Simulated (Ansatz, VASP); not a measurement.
## TaN in VASP and in Ansatz

```
Ta N
1.0
     2.91733    0.00000    0.00000
    -1.45867    2.52648    0.00000
     0.00000    0.00000    5.91558
Ta N
2 2
Cartesian
  0.0000 0.0000 0.0000
  0.0000 0.0000 2.9578
  0.0000 1.6843 1.4789
  1.4587 0.8422 4.4367
```

Change from the starting cell: volume scaled by 1, PAW files.

Alike in both runs: task single point; functional PBE; k mesh 11 × 11 × 6; occupations fermi-dirac, width 0.08 eV; no spin polarisation.

|  | VASP | Ansatz |
| --- | --- | --- |
| version | VASP 6.6.1 | Ansatz 0.2.0 |
| potentials or method | VASP PAW PBE potentials, release 64 (Ta_pv, N) | PAW with Ansatz's default frozen-core files, scalar-relativistic |
| plane-wave cutoff (eV) | 520 | 420 |
| valence electrons in the cell | 32 | 36 |

```tsv
	VASP	Ansatz	Ansatz less VASP
pressure (GPa)	0.7	0.0	-0.69
traceless stress, the component that is largest in VASP (GPa)	0.06	0.00	-0.054
```

VASP's potentials hold 32 valence electrons a cell and Ansatz's 36, so a difference there can come from the potentials and not from the codes.

Neither program's run includes spin-orbit coupling.
